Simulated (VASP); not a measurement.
# La3Si2F (P6/mmm) in VASP: a series of runs

The runs below take La3Si2F through single point, relaxation of cell and atoms, with PBE.

Program: VASP 6.6.1. These are calculated values, not measurements. Logs are shortened: lines on timing, memory, paths and dates and some standing lists are left out, and cuts for length are marked.

## 1. The cell of the first run

Symmetry: P6/mmm, No. 191, hexagonal system. The conventional cell has a = 5.914 Å, b = 5.914 Å, c = 4.571 Å, α = 90.00°, β = 90.00°, γ = 120.00°. La (site symmetry mmm) has 4 Si at 2.85 Å and 4 La at 2.96 Å and 4 F at 3.74 Å within 3.8 Å. Si (site symmetry -6m2) has 6 La at 2.85 Å and 3 Si at 3.41 Å and 3 F at 3.41 Å within 3.8 Å. Within 4.6 Å of F (site symmetry 6/mmm) lie 6 Si at 3.41 Å and 12 La at 3.74 Å and 2 F at 4.57 Å.

The cell was built from a structure type or drawn by symmetry, and may not be a known phase.

## 2. Single point, PBE

INCAR

```
ALGO = Normal ; EDIFF = 1E-6
ENCUT = 520 ; GGA = PE
ISIF = 2 ; ISMEAR = 0
LASPH = True ; LCHARG = True
LELF = True ; LREAL = False
LVHAR = True ; LWAVE = False
NBANDS = 33 ; NELM = 100
PREC = Accurate ; SIGMA = 0.1
```

KPOINTS

```
k-points
0
Gamma
  3 3 4
```

POSCAR

```
La3Si2F
1.0
    5.9144555600      0.0000000000      0.0000000000
   -2.9572277800      5.1220687600      0.0000000000
    0.0000000000      0.0000000000      4.5708082200
La Si F
3 2 1
Direct
    0.5000000000      0.0000000000      0.5000000000
    0.5000000000      0.5000000000      0.5000000000
    0.0000000000      0.5000000000      0.5000000000
    0.3333333300      0.6666666700      0.0000000000
    0.6666666700      0.3333333300      0.0000000000
    0.0000000000      0.0000000000      0.0000000000
```

Potentials or basis: VASP PAW PBE potentials, release 64 (La, Si, F).

Launch:

```sh
cat potpaw_PBE.64/La/POTCAR potpaw_PBE.64/Si/POTCAR potpaw_PBE.64/F/POTCAR > POTCAR
mpirun -np 1 vasp_std > vasp.out
```

OUTCAR:

```text
EDIFF = 1E-6
   ENCUT = 520
   GGA = PE
   ISIF = 2
   ISMEAR = 0
   LASPH = True
   LREAL = False
   NELM = 100
   PREC = Accurate

 ion  position               nearest neighbor table
   1  0.500  0.000  0.500-   4 2.85   5 2.85   4 2.85   5 2.85   2 2.96   3 2.96   2 2.96   3 2.96

   2  0.500  0.500  0.500-   4 2.85   5 2.85   4 2.85   5 2.85   1 2.96   1 2.96   3 2.96   3 2.96

   3  0.000  0.500  0.500-   4 2.85   5 2.85   4 2.85   5 2.85   1 2.96   1 2.96   2 2.96   2 2.96

   4  0.333  0.667  0.000-   1 2.85   1 2.85   3 2.85   3 2.85   2 2.85   2 2.85
   5  0.667  0.333  0.000-   1 2.85   1 2.85   3 2.85   3 2.85   2 2.85   2 2.85
   6  0.000  0.000  0.000-

  LATTYP: Found a hexagonal cell.
 ALAT       =     5.9144555600
 C/A-ratio  =     0.7728197758

  Lattice vectors:

 A1 = (   5.9144555600,   0.0000000000,   0.0000000000)
 A2 = (  -2.9572277800,   5.1220687600,   0.0000000000)
 A3 = (   0.0000000000,   0.0000000000,   4.5708082200)

Analysis of symmetry for initial positions (statically):
=====================================================================
 Subroutine PRICEL returns:
 Original cell was already a primitive cell.

 Routine SETGRP: Setting up the symmetry group for a
 hexagonal supercell.

 Subroutine GETGRP returns: Found 24 space group operations
 (whereof 24 operations were pure point group operations)
 out of a pool of 24 trial point group operations.

The static configuration has the point symmetry D_6h.

Analysis of symmetry for dynamics (positions and initial velocities):
=====================================================================
 Subroutine PRICEL returns:
 Original cell was already a primitive cell.

 Routine SETGRP: Setting up the symmetry group for a
 hexagonal supercell.

 Subroutine GETGRP returns: Found 24 space group operations
 (whereof 24 operations were pure point group operations)
 out of a pool of 24 trial point group operations.

The dynamic configuration has the point symmetry D_6h.

 Subroutine INISYM returns: Found 24 space group operations
 (whereof 24 operations are pure point group operations),
 and found     1 'primitive' translations

----------------------------------------------------------------------------------------

                                     Primitive cell

  volume of cell :     138.4692

  direct lattice vectors                    reciprocal lattice vectors
     5.914455560  0.000000000  0.000000000     0.169077270  0.097616807  0.000000000
    -2.957227780  5.122068760  0.000000000     0.000000000  0.195233615  0.000000000
     0.000000000  0.000000000  4.570808220     0.000000000  0.000000000  0.218779689

  length of vectors
     5.914455560  5.914455556  4.570808220     0.195233615  0.195233615  0.218779689

  position of ions in fractional coordinates (direct lattice)
     0.500000000  0.000000000  0.500000000
     0.500000000  0.500000000  0.500000000
     0.000000000  0.500000000  0.500000000
     0.333333330  0.666666670  0.000000000
     0.666666670  0.333333330  0.000000000
     0.000000000  0.000000000  0.000000000

  ion indices of the primitive-cell ions
   primitive index   ion index
                 1           1
                 2           2
                 3           3
                 4           4
                 5           5
                 6           6

----------------------------------------------------------------------------------------

 KPOINTS: k-points

Automatic generation of k-mesh.
 Grid dimensions read from file:
 generate k-points for:    3    3    4

 Generating k-lattice:

  Cartesian coordinates                     Fractional coordinates (reciprocal lattice)
     0.056359090  0.032538936  0.000000000     0.333333333  0.000000000  0.000000000
     0.000000000  0.065077872  0.000000000     0.000000000  0.333333333  0.000000000
     0.000000000  0.000000000  0.054694922     0.000000000  0.000000000  0.250000000

  Length of vectors
     0.065077872  0.065077872  0.054694922

  Shift w.r.t. Gamma in fractional coordinates (k-lattice)
     0.000000000  0.000000000  0.000000000

 Subroutine IBZKPT returns following result:
 ===========================================

 Found      9 irreducible k-points:

 Following reciprocal coordinates:
            Coordinates               Weight
  0.000000  0.000000  0.000000      1.000000
  0.333333 -0.000000  0.000000      6.000000
  0.333333  0.333333  0.000000      2.000000
  0.000000  0.000000  0.250000      2.000000
  0.333333 -0.000000  0.250000     12.000000
  0.333333  0.333333  0.250000      4.000000
  0.000000  0.000000  0.500000      1.000000
  0.333333 -0.000000  0.500000      6.000000
  0.333333  0.333333  0.500000      2.000000
   k-points           NKPTS =      9   k-points in BZ     NKDIM =      9   number of bands    NBANDS=     33
   number of dos      NEDOS =    301   number of ions     NIONS =      6
   total plane-waves  NPLWV =  82944
   dimension x,y,z NGX =    48 NGY =   48 NGZ =   36
   dimension x,y,z NGXF=    96 NGYF=   96 NGZF=   72
   ions per type =               3   2   1
   NGX,Y,Z   is equivalent  to a cutoff of  13.49, 13.49, 13.09 a.u.
   NGXF,Y,Z  is equivalent  to a cutoff of  26.98, 26.98, 26.19 a.u.
 SYSTEM =  unknown system
   PREC   = accura    normal or accurate (medium, high low for compatibility)
   ISTART =      0    job   : 0-new  1-cont  2-samecut
   ICHARG =      2    charge: 1-file 2-atom 10-const
   ISPIN  =      1    spin polarized calculation?
   LNONCOLLINEAR =      F non collinear calculations
   LSORBIT =      F    spin-orbit coupling
   LASPH  =      T    aspherical Exc in radial PAW
   ENCUT  =  520.0 eV  38.22 Ry    6.18 a.u.  11.00 11.00  8.50*2*pi/ulx,y,z
   NELM   =    100;   NELMIN=  2; NELMDL= -5     # of ELM steps
   EDIFF  = 0.1E-05   stopping-criterion for ELM
   LREAL  =      F    real-space projection
   EDIFFG = 0.1E-04   stopping-criterion for IOM
   NSW    =      0    number of steps for IOM
   IBRION =     -1    ionic relax: 0-MD 1-quasi-New 2-CG
   NFREE  =      0    steps in history (QN), initial steepest desc. (CG)
   ISIF   =      2    stress and relaxation
   ISYM   =      2    0-nonsym 1-usesym 2-fastsym
   POTIM  = 0.5000    time-step for ionic-motion
   TEBEG  =    0.0;   TEEND  =   0.0 temperature during run
   PSTRESS=    0.0 pullay stress
   NELECT =      48.0000    total number of electrons
   NUPDOWN=      -1.0000    fix difference up-down
   EMIN   =  10.00;   EMAX   =-10.00  energy-range for DOS
   EFERMI =   0.00;   METHOD = LEGACY
   ISMEAR =     0;   SIGMA  =   0.10  broadening in eV -4-tet -1-fermi 0-gaus
   EFERMI_NEDOS =   21; number of points for ismear=-14 and -15
   IALGO  =     38    algorithm
   IMIX   =      4    mixing-type and parameters
     AMIX     =   0.40;   BMIX     =  1.00
     AMIX_MAG =   1.60;   BMIX_MAG =  1.00
  volume/ion in A,a.u.               =      23.08       155.74
  Fermi-wavevector in a.u.,A,eV,Ry     =   1.150017  2.173217 17.994231  1.322539
  Thomas-Fermi vector in A             =   2.286683
   LORBIT       =      0    0 simple, 1 ext, 2 COOP (PROOUT), +10 PAW based schemes
   GGA     = PE    functional components
   LHFCALC =     F    Hartree Fock is set to
   AEXX    =    0.0000 exact exchange contribution
   IVDW    =     0    specifies the selected vdW correction
   LEPSILON=     F    determine dielectric tensor
   LRPA    =     F    only Hartree local field effects (RPA)
 non-spin polarized calculation
 Gauss-broadening in eV      SIGMA  =   0.10
  energy-cutoff  :      520.00
  volume of cell :      138.47
 maximum number of plane-waves:      3738
 NGX is ok and might be reduce to    48
   NGX = 21   NGY = 21   NGZ = 17

 number of electron      48.0000005 magnetization

 Free energy of the ion-electron system (eV)
  ---------------------------------------------------
  ext. energy  EPLUGINS =         0.00000000
  ---------------------------------------------------
  free energy    TOTEN  =       -25.69117606 eV

  energy without entropy =      -25.65246222  energy(sigma->0) =      -25.67181914

 E-fermi :   7.7560     XC(G=0):  -9.9368

 val. band max:        7.7512084223   @ k =   0.0000   0.0000   0.5000
 cond. band min:       7.8132636389   @ k =   0.3333   0.3333   0.0000
 fundamental gap:      0.0620552167
 Fermi energy:         7.7560080893

 k-point     1 :       0.0000    0.0000    0.0000
  band No.  band energies     occupation
      1     -25.1160      2.00000
      2     -24.0083      2.00000
      3     -24.0083      2.00000
      4     -13.2211      2.00000
      5     -11.6916      2.00000
      6      -9.7137      2.00000
[... 25 lines left out ...]
     32      10.0890      0.00000
     33      10.0933      0.00000

 k-point     2 :       0.3333   -0.0000    0.0000
  band No.  band energies     occupation
      1     -24.9100      2.00000
      2     -24.2780      2.00000
      3     -24.0134      2.00000
      4     -13.2235      2.00000
      5     -10.9436      2.00000
      6      -9.4991      2.00000
[... 25 lines left out ...]
     32       9.8505      0.00000
     33       9.9966      0.00000

 k-point     3 :       0.3333    0.3333    0.0000
  band No.  band energies     occupation
      1     -24.6083      2.00000
      2     -24.6083      2.00000
      3     -24.0188      2.00000
      4     -13.2244      2.00000
      5      -9.8803      2.00000
      6      -9.8803      2.00000
[... 25 lines left out ...]
     32       9.7506      0.00000
     33       9.7989      0.00000

 k-point     4 :       0.0000    0.0000    0.2500
  band No.  band energies     occupation
      1     -25.1100      2.00000
      2     -24.0048      2.00000
      3     -24.0048      2.00000
      4     -13.2217      2.00000
      5     -11.6629      2.00000
      6      -9.7034      2.00000
[... 25 lines left out ...]
     32      10.0431      0.00000
     33      10.0910      0.00000

 k-point     5 :       0.3333   -0.0000    0.2500
  band No.  band energies     occupation
      1     -24.9045      2.00000
      2     -24.2738      2.00000
      3     -24.0099      2.00000
      4     -13.2219      2.00000
      5     -10.9178      2.00000
      6      -9.4892      2.00000
[... 25 lines left out ...]
     32      10.0650      0.00000
     33      10.1094      0.00000

 k-point     6 :       0.3333    0.3333    0.2500
  band No.  band energies     occupation
      1     -24.6033      2.00000
      2     -24.6033      2.00000
      3     -24.0152      2.00000
      4     -13.2218      2.00000
      5      -9.8588      2.00000
      6      -9.8588      2.00000
[... 25 lines left out ...]
     32       9.8485      0.00000
     33       9.8486      0.00000

 k-point     7 :       0.0000    0.0000    0.5000
  band No.  band energies     occupation
      1     -25.1040      2.00000
      2     -24.0013      2.00000
      3     -24.0013      2.00000
      4     -13.2223      2.00000
      5     -11.6338      2.00000
      6      -9.6931      2.00000
[... 25 lines left out ...]
     32      10.0487      0.00000
     33      10.2086      0.00000

 k-point     8 :       0.3333   -0.0000    0.5000
  band No.  band energies     occupation
      1     -24.8989      2.00000
      2     -24.2696      2.00000
      3     -24.0063      2.00000
      4     -13.2202      2.00000
      5     -10.8914      2.00000
      6      -9.4781      2.00000
[... 25 lines left out ...]
     32       9.8234      0.00000
     33      10.0965      0.00000

 k-point     9 :       0.3333    0.3333    0.5000
  band No.  band energies     occupation
      1     -24.5984      2.00000
      2     -24.5984      2.00000
      3     -24.0116      2.00000
      4     -13.2193      2.00000
      5      -9.8358      2.00000
      6      -9.8358      2.00000
[... 25 lines left out ...]
     32       9.5073      0.00000
     33       9.6762      0.00000

------------------------ aborting loop because EDIFF is reached ----------------------------------------

  FORCE on cell =-STRESS in cart. coord.  units (eV):
  Direction    XX          YY          ZZ          XY          YZ          ZX
  --------------------------------------------------------------------------------------
  -------------------------------------------------------------------------------------
  Total       15.4130075     15.4130075     10.7586629      0.0000000      0.0000000      0.0000000
  in kB      178.3383713    178.3383710    124.4846223      0.0000000      0.0000000      0.0000000
  external PRESSURE =     160.3871215 kB  Pullay stress =       0.0000000 kB

 VOLUME and BASIS-vectors are now :
 -----------------------------------------------------------------------------
  energy-cutoff  :      520.00
  volume of cell :      138.47
      direct lattice vectors                 reciprocal lattice vectors
     5.914455560  0.000000000  0.000000000     0.169077270  0.097616807  0.000000000
    -2.957227780  5.122068760  0.000000000     0.000000000  0.195233615  0.000000000
     0.000000000  0.000000000  4.570808220     0.000000000  0.000000000  0.218779689

 POSITION                                       TOTAL-FORCE (eV/Angst)
 -----------------------------------------------------------------------------------
      2.95723      0.00000      2.28540        -0.000000      0.000000      0.000000
      1.47861      2.56103      2.28540        -0.000000      0.000000      0.000000
     -1.47861      2.56103      2.28540        -0.000000      0.000000      0.000000
     -0.00000      3.41471      0.00000        -0.000000      0.000000      0.000000
      2.95723      1.70736      0.00000         0.000000     -0.000000      0.000000
      0.00000      0.00000      0.00000        -0.000000      0.000000      0.000000
 -----------------------------------------------------------------------------------
    total drift:                               -0.000000     -0.000000     -0.000000

  FREE ENERGIE OF THE ION-ELECTRON SYSTEM (eV)
  ---------------------------------------------------
  free  energy   TOTEN  =       -25.6911760569 eV

  energy  without entropy=      -25.6524622152  energy(sigma->0) =      -25.67181914
```

It took 87 s on 1 thread of Intel Xeon Platinum 8124M at 3.00GHz (Skylake/Cascade Lake), shared host; peak memory 0.28 GiB.

What came out:

```yaml
Free_energy: -25.6912 eV
Pressure: 16.0 GPa
Band_gap_on_the_k_mesh: zero (bands 24 and 25 overlap by 0.82 eV)
```

Levels at points of the mesh, in eV from the Fermi level:
```csv
k point,band 20,band 21,band 22,band 23,band 24,band 25,band 26,band 27,band 28,band 29
"(0.00, 0.00, 0.00)",-2.62,-2.36,-2.36,-0.40,-0.40,-0.31,0.49,0.57,0.57,1.11
"(0.00, 0.00, 0.50)",-0.77,-0.77,-0.41,-0.41,-0.12,-0.12,0.00,0.39,0.40,1.52
```

Caveat: the k points lie up to 0.41 Å⁻¹ apart, too coarse for converged energies and pressures of a metal; spin-orbit coupling is left out, which moves the levels of the heavy elements.

## 3. Single point, PBE

This run uses another cell than the first one, of 35.78 Å³/atom.

INCAR

```
SYSTEM = La3Si2F
  PREC = Accurate
  ENCUT = 520
  EDIFF = 1E-7
  ISMEAR = 0
  SIGMA = 0.1
  LREAL = .False.
  LASPH = .True.
  NELM = 100
  ALGO = Normal
  ISIF = 2
  LWAVE = .False.
  LCHARG = .False.
  GGA = PE
  NBANDS = 33
```

KPOINTS

```
Automatic mesh
0
Gamma
  3 3 4
  0 0 0
```

POSCAR

```
La3Si2F
1.0
    7.8775924708      0.0000000000      0.0000000000
   -3.9387962354      6.8221952003      0.0000000000
    0.0000000000      0.0000000000      3.9950100218
La Si F
3 2 1
Direct
    0.5000000000      0.0000000000      0.5000000000
    0.5000000000      0.5000000000      0.5000000000
    0.0000000000      0.5000000000      0.5000000000
    0.3333333333      0.6666666667      0.0000000000
    0.6666666667      0.3333333333      0.0000000000
    0.0000000000      0.0000000000      0.0000000000
```

Potentials or basis: VASP PAW PBE potentials, release 64 (La, Si, F).

Launch:

```sh
cat potpaw_PBE.64/La/POTCAR potpaw_PBE.64/Si/POTCAR potpaw_PBE.64/F/POTCAR > POTCAR
mpirun -np 1 vasp_std > vasp.out
```

Wall time 2.5 min (1 thread of Intel Xeon Platinum 8124M at 3.00GHz (Skylake/Cascade Lake), shared host); peak memory 0.36 GiB.

Results (log left out):

```
Free energy            : -30.6039 eV
Pressure               : 0.0 GPa
Band gap on the k mesh : zero (bands 24 and 25 overlap by 0.02 eV)
```

Stress tensor (GPa, compression positive):
```
 0.13  0.00  0.00
 0.00  0.13  0.00
 0.00  0.00 -0.30
```

Levels at points of the mesh, in eV from the Fermi level:
| k point | band 21 | band 22 | band 23 | band 24 | band 25 | band 26 | band 27 | band 28 |
| --- | --- | --- | --- | --- | --- | --- | --- | --- |
| (0.00, 0.00, 0.00) | -1.18 | -0.81 | 0.05 | 0.05 | 0.08 | 0.08 | 0.25 | 0.53 |
| (0.00, 0.00, 0.50) | -1.26 | -0.09 | 0.04 | 0.04 | 0.22 | 0.22 | 1.24 | 1.27 |

Caveat: the k points lie up to 0.39 Å⁻¹ apart; spin-orbit coupling is left out, which moves the levels of the heavy elements.

[end of part 1 of 2]
